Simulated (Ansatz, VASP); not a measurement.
# F in VASP and in Ansatz

Contents of INCAR:

```
PREC = Accurate ; ENCUT = 520
EDIFF = 1E-6 ; ISMEAR = -1
SIGMA = 0.05 ; LREAL = False
LASPH = True ; NELM = 80
ALGO = Normal ; ISIF = 2
LWAVE = False ; LCHARG = True
GGA = PE ; LELF = True
LVHAR = True ; NBANDS = 14
```

File KPOINTS:

```
regular mesh
0
Gamma
  18 18 10
```

The input POSCAR:

```
F
1.0
    2.3557002896      0.0000000000      0.0000000000
   -1.1778501448      2.0400962944      0.0000000000
    0.0000000000      0.0000000000      2.8701756379
F
2
Direct
    0.3333333333      0.6666666667      0.2500000000
    0.6666666667      0.3333333333      0.7500000000
```

Input for Ansatz:

```yaml
crystal:
  lattice:
    - [2.3557002896, 0.0, 0.0]
    - [-1.1778501448, 2.0400962944, 0.0]
    - [0.0, 0.0, 2.8701756379]
  atoms:
    - { symbol: F, position: [0.3333333333, 0.6666666667, 0.25] }
    - { symbol: F, position: [0.6666666667, 0.3333333333, 0.75] }
kpoints:
  mp_grid: { grid: [18, 18, 10] }
scf:
  occupations: { method: fermi_dirac, width: 0.05 }
hamiltonian:
  xc: pbe
  pseudopotentials: { kind: all_electron, lapw: { basis_error: 0.001 } }
output:
  forces: true
  stress: true
  eigenvalues: true
  populations: true
```

Change from the starting cell: volume scaled by 0.65, LAPW.

Alike in both runs: task single point; functional PBE; k mesh 18 × 18 × 10; occupations fermi-dirac, width 0.05 eV; no spin polarisation.

```csv
,VASP,Ansatz
version,VASP 6.6.1,Ansatz 0.2.0
potentials or method,"VASP PAW PBE potentials, release 64 (F), cutoff 520 eV","all-electron LAPW, scalar-relativistic"
```

VASP gave:

* pressure (GPa): 61.1
* traceless stress, the component that is largest in VASP (GPa): 0.09

Question: Estimate Ansatz's values.

Answer: Pressure (GPa): 61.9; traceless stress, the component that is largest in VASP (GPa): -0.06.

Both programs put the cell under a high pressure, so it lies far from rest at this level. Ansatz ran all-electron here, and VASP with PAW potentials.

Noted on VASP's run: the cell as given lies far from equilibrium.
